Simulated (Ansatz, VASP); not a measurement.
**Two plane-wave programs on Sn4F**

```
Sn F
1.0
     5.05961    0.00000    0.00000
     0.00000    5.05961    0.00000
     0.00000    0.00000   10.11923
Sn F
8 2
Direct
  0.00000 0.50000 0.25000
  0.00000 0.50000 0.75000
  0.50000 0.50000 0.50000
  0.50000 0.50000 0.00000
  0.50000 0.00000 0.25000
  0.50000 0.00000 0.75000
  0.00000 0.00000 0.00000
  0.00000 0.00000 0.50000
  0.50000 0.50000 0.25000
  0.50000 0.50000 0.75000
```

Alike in both runs: task single point; functional PBE; k mesh 4 × 4 × 2; occupations gaussian, width 0.2 eV; no spin polarisation.

```csv
,VASP,Ansatz
version,VASP 6.6.1,Ansatz 0.2.0
potentials or method,"VASP PAW PBE potentials, release 64 (Sn_d, F), cutoff 600 eV","scalar-relativistic, plane waves, PAW"
valence electrons in the cell,126,126
```

|  | VASP | Ansatz | Ansatz less VASP |
| --- | --- | --- | --- |
| gap on the k mesh at the Fermi level (eV) | none | none | - |
| pressure (GPa) | -0.5 | -0.5 | +0.05 |

A gap of «none» marks a metal or a gap that the smearing closes.
